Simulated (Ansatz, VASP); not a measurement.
**HfH2 in VASP and in Ansatz**

File INCAR:

```
SYSTEM = HfH2
  PREC = Accurate
  ENCUT = 520
  EDIFF = 1E-8
  ISMEAR = -1
  SIGMA = 0.03
  LREAL = .False.
  LASPH = .True.
  NELM = 100
  ALGO = Normal
  ISIF = 2
  LWAVE = .False.
  LCHARG = .False.
  GGA = CA
  LEFG = .True.
  NBANDS = 13
```

Contents of KPOINTS:

```
regular mesh
0
Gamma
  12 12 12
  0 0 0
```

POSCAR

```
HfH2
1.0
   -1.7505168919      1.7505168919      2.1949408182
    1.7505168919     -1.7505168919      2.1949408182
    1.7505168919      1.7505168919     -2.1949408182
Hf H
1 2
Direct
    0.0000000000      0.0000000000      0.0000000000
    0.7500000000      0.2500000000      0.5000000000
    0.2500000000      0.7500000000      0.5000000000
```

Input for Ansatz:

```yaml
crystal:
  lattice:
    - [-1.7505168919, 1.7505168919, 2.1949408182]
    - [1.7505168919, -1.7505168919, 2.1949408182]
    - [1.7505168919, 1.7505168919, -2.1949408182]
  atoms:
    - { symbol: Hf, position: [0.0, 0.0, 0.0] }
    - { symbol: H, position: [0.75, 0.25, 0.5] }
    - { symbol: H, position: [0.25, 0.75, 0.5] }
kpoints:
  mp_grid: { grid: [12, 12, 12] }
scf:
  occupations: { method: fermi_dirac, width: 0.03 }
hamiltonian:
  xc: lda
  pseudopotentials: { kind: paw }
output:
  forces: true
  stress: true
  eigenvalues: true
  efg: { contact_densities: true }
```

Change from the starting cell: volume scaled by 1.02, PAW files.

Alike in both runs: task electric field gradients; functional LDA; k mesh 12 × 12 × 12; occupations fermi-dirac, width 0.03 eV; no spin polarisation.

|  | VASP | Ansatz |
| --- | --- | --- |
| version | VASP 6.6.1 | Ansatz 0.2.0 |
| potentials or method | VASP PAW LDA potentials, release 64 (Hf_pv, H) | PAW with Ansatz's default frozen-core files, scalar-relativistic |
| plane-wave cutoff (eV) | 520 | 420 |
| valence electrons in the cell | 12 | 28 |

VASP gave:

* pressure (GPa): -11.0
* traceless stress, the component that is largest in VASP (GPa): -0.48
* size of Vzz on the site where it differs most (V/Å²): 26.0

Problem. Estimate Ansatz's values.

Solution. Pressure (GPa): -10.9; traceless stress, the component that is largest in VASP (GPa): -0.49; size of Vzz on the site where it differs most (V/Å²): 32.6.

LDA's correlation is that of Perdew and Zunger in VASP and of Perdew and Wang (1992) in Ansatz. VASP's potentials hold 12 valence electrons a cell and Ansatz's 28, so a difference there can come from the potentials and not from the codes.

Spin-orbit coupling is off throughout.
